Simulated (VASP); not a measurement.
Wanted: the native input for a VASP 6.6.1 run.

* Task: single point
* Functional: PBEsol
* Potentials or basis: VASP PAW PBE potentials, release 64 (Cu, Ga_d, P)
* Cutoff: 350 eV
* k mesh: 2 × 3 × 3
* Occupations: gaussian, width 0.03 eV
* Spin: collinear spin
* Starting moments: [2.0, 0.0, 0.0, 0.0, 0.0, 0.0, 0.0, 0.0, 0.0, 0.0, 0.0, 0.0, 0.0, 0.0, 0.0, 0.0, 0.0, 0.0, 0.0, 0.0, 0.0, 0.0, 0.0, 0.0] μB
* Fixed moment: 2 μB
* Hubbard terms: Cu d U = 5 eV
* Dq: 0
* Further INCAR settings: LREAL = Auto; ALGO = Normal; EDIFF = 1e-05; NBANDS = 129; ISYM = 0

The structure of Ga11CuP12 (a cell with a defect) lies in POSCAR:

```
Ga11CuP12                               
1.0
    0.0000000000      8.1757500000      8.1757500000
    5.4505000000      0.0000000000      5.4505000000
    5.4505000000      5.4505000000      0.0000000000
  Cu              Ga              P             
     1    11    12
Direct
     0.9985365811390715    0.0006550261406407    0.0013206874077931
     0.0019460405873064    0.0024892818739523    0.4975110340615031
     0.0006784374349500    0.4992132746260755    0.0019046915452284
     0.0003769875593564    0.4986322795254134    0.4990607266311593
     0.3293333867264717    0.0018280038390721    0.0028010201584559
     0.3287170009268871    0.0017708273296045    0.5027135693112896
     0.3285737942107487    0.5026755517955601    0.0018750149981345
     0.3304926501841765    0.4994170993003335    0.5021940036407014
     0.6672303057892268    0.9999638975439791    0.0039933331297154
     0.6669718586819339    0.9985379244245189    0.4990837732526233
     0.6661281126133142    0.4930532360810041    0.0053930188661806
     0.6655458647745089    0.4975455577425451    0.5028845617318241
     0.0800252334888398    0.1227182284377579    0.1212335519755435
     0.0801970593110119    0.1220725142984197    0.6366707376911324
     0.0798525762104771    0.6360411476313523    0.1225133259334056
     0.0811782447857478    0.6265311594531286    0.6260373720077936
     0.4160309705399513    0.1256830708753819    0.1259855785338191
     0.4162553802224979    0.1235348846970921    0.6262555315323117
     0.4152985559442884    0.6249084096783957    0.1261954648208143
     0.4156417301426909    0.6247618763503365    0.6254446565976109
     0.7578725160787786    0.1182159081225841    0.1242089552952163
     0.7507071085417029    0.1219662075871482    0.6270086048108165
     0.7496924434204338    0.6230567355713712    0.1270899393707215
     0.7495271606856353    0.6220698970743365    0.6282338466961916
```

One way to write it, as run:

INCAR

```
SYSTEM = Ga11CuP12
ALGO     = Normal         ! electronic algorithm
EDIFF    = 1E-5           ! SCF threshold, eV
ENCUT    = 350            ! plane-wave cutoff, eV
GGA      = PS             ! functional
ISIF     = 2              ! what is computed and relaxed
ISMEAR   = 0              ! smearing method
ISPIN    = 2              ! spin polarisation
ISYM     = 0            
KPAR     = 4            
LASPH    = .True.         ! aspherical terms in the spheres
LCHARG   = .False.        ! write CHGCAR
LDAU     = .True.         ! DFT+U
LDAUJ    = 0 0 0        
LDAUL    = 2 -1 -1        ! shell
LDAUPRINT= 1            
LDAUTYPE = 2            
LDAUU    = 5 0 0          ! U, eV
LMAXMIX  = 4              ! l up to which the mixer works
LORBIT   = 11             ! projections on sites
LREAL    = Auto         
LWAVE    = .False.        ! write WAVECAR
MAGMOM   = 2 0 0 0 0 0 0 0 0 0 0 0 0 0 0 0 0 0 0 0 0 0 0 0 ! initial moments
NBANDS   = 129            ! bands
NELM     = 120            ! most SCF steps
NUPDOWN  = 2              ! fixed moment
PREC     = Accurate       ! precision mode
SIGMA    = 0.03           ! smearing width, eV
```

KPOINTS

```
k-points
0
Gamma
  2 3 3
  0 0 0
```

Potentials or basis: VASP PAW PBE potentials, release 64 (Cu, Ga_d, P).

Run with:

```sh
$ cat potpaw_PBE.64/Cu/POTCAR potpaw_PBE.64/Ga_d/POTCAR potpaw_PBE.64/P/POTCAR > POTCAR
$ mpirun -np 4 vasp_std > vasp.out
```

It gave:

```yaml
Pressure: -1.8 GPa
Largest_force: 0.164 eV/Å
Net_moment: 2.00 μB per cell
Site_moments: Cu +0.24; Ga +0.02, +0.01 (each value once); P +0.14, +0.13, +0.03, +0.07, +0.04, +0.12 (each value once) μB
Valence_electrons_inside_the_program's_atomic_spheres: Cu 10.18; Ga 11.71, 11.72 (each value once); P 2.49, 2.52, 2.51 (each value once)
```

Caveat: the cutoff is under 1.25 times the usual one of these potentials, so pressure, stress and relaxed cells hold a basis-set (Pulay) error; the PAW data sets were made with another functional, which shifts forces and pressure a little; the total moment is fixed, so each spin has its own Fermi level; the U is typed as a test and isn't derived for this compound.

Run time: 10 min on 4 MPI ranks on Intel(R) Xeon(R) Platinum 8488C (Sapphire Rapids), with other jobs on the host, peak memory 0.83 GiB a rank.
